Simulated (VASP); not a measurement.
Set up this calculation in VASP 6.6.1, as the native input.

```
Task                   : single point
Functional             : PBE
Potentials or basis    : VASP PAW PBE potentials, release 64 (Si, N)
Cutoff                 : 520 eV
k mesh                 : 3 × 3 × 3
Occupations            : gaussian, width 0.2 eV
Spin                   : no spin polarisation
Dipole correction      : no
Further INCAR settings : ALGO = Normal; EDIFF = 1e-07; NBANDS = 26
```

The structure of Si7N lies in POSCAR:

```
Si7N
1.0
    5.1938963767      0.0000000000      0.0000000000
    0.0000000000      5.1938963767      0.0000000000
    0.0000000000      0.0000000000      5.1938963767
Si N
7 1
Direct
    0.2256516373      0.2256516373      0.2256516373
    0.0000000000      0.5000000000      0.5000000000
    0.5000000000      0.5000000000      0.0000000000
    0.5000000000      0.0000000000      0.5000000000
    0.7743483627      0.2256516373      0.7743483627
    0.7743483627      0.7743483627      0.2256516373
    0.2256516373      0.7743483627      0.7743483627
    0.0000000000      0.0000000000      0.0000000000
```

The cell was built from a structure type or drawn by symmetry, and may not be a known phase.

These files were run (other wordings do the same):

INCAR

```
SYSTEM = Si7N
  ALGO = Normal
  EDIFF = 1E-7
  ENCUT = 520
  GGA = PE
  ISIF = 2
  ISMEAR = 0
  LASPH = .TRUE.
  LCHARG = .FALSE.
  LREAL = .FALSE.
  LWAVE = .FALSE.
  NBANDS = 26
  NELM = 100
  PREC = Accurate
  SIGMA = 0.2
```

KPOINTS

```
k-points
0
G
  3 3 3
  0 0 0
```

Potentials or basis: VASP PAW PBE potentials, release 64 (Si, N).

Run with:

```bash
$ cat potpaw_PBE.64/Si/POTCAR potpaw_PBE.64/N/POTCAR > POTCAR
$ mpirun -np 1 vasp_std > vasp.out
```

Results of the run:

| Quantity | Value |
| --- | --- |
| Pressure | -0.2 GPa |
| Largest force | 0.017 eV/Å |
| Band gap on the k mesh | zero (an odd number of electrons rules out a gap without spin polarisation) |

Caveat: the k points lie up to 0.40 Å⁻¹ apart, too coarse for converged energies and pressures of a metal.

It took 19 s on 1 thread of Intel(R) Xeon(R) Platinum 8259CL CPU @ 2.50GHz (Skylake/Cascade Lake), on a shared host, peak memory 0.23 GiB.
